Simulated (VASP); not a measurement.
Wanted: the native input for a VASP 6.6.1 run.

```
Task                   : single point
Functional             : LDA
Potentials or basis    : VASP PAW LDA potentials, release 64 (Ni)
Cutoff                 : 520 eV
k mesh                 : 15 × 15 × 8
Occupations            : fermi-dirac, width 0.08 eV
Spin                   : collinear spin, ferromagnetic start
Starting moments       : [1.5, 1.5] μB
Dipole correction      : no
Further INCAR settings : ALGO = Normal; EDIFF = 1e-06; NBANDS = 21
```

The structure of Ni lies in POSCAR:

```
Ni
1.0
    2.3984743352      0.0000000000      0.0000000000
   -1.1992371676      2.0771397046      0.0000000000
    0.0000000000      0.0000000000      3.9903729812
Ni
2
Direct
    0.3333333333      0.6666666667      0.2500000000
    0.6666666667      0.3333333333      0.7500000000
```

This isn't the form of Ni at room conditions, which is fcc.

These files were run (other wordings do the same):

INCAR

```
  ALGO = Normal
  EDIFF = 1E-6
  ENCUT = 520
  ISIF = 2
  ISMEAR = -1
  ISPIN = 2
  LASPH = True
  LCHARG = False
  LMAXMIX = 4
  LORBIT = 11
  LREAL = False
  LWAVE = False
  MAGMOM = 1.5 1.5
  NBANDS = 21
  NELM = 150
  PREC = Accurate
  SIGMA = 0.08
```

KPOINTS

```
k-points
0
Gamma
  15 15 8
```

Potentials or basis: VASP PAW LDA potentials, release 64 (Ni).

Launch:

```console
$ cat potpaw_LDA.64/Ni/POTCAR > POTCAR
$ mpirun -np 1 vasp_std > vasp.out
```

Results of the run:

- Pressure: 3.3 GPa
- Net moment: 1.17 μB per cell
- Site moments: Ni +0.58 μB
- Valence electrons inside the program's atomic spheres: Ni 9.50

Caveat: the cell stands under pressure.

Wall time 59 s on 1 thread of AMD EPYC 9R45 96-Core Processor (Zen 5), with other jobs on the host, peak memory 0.15 GiB.
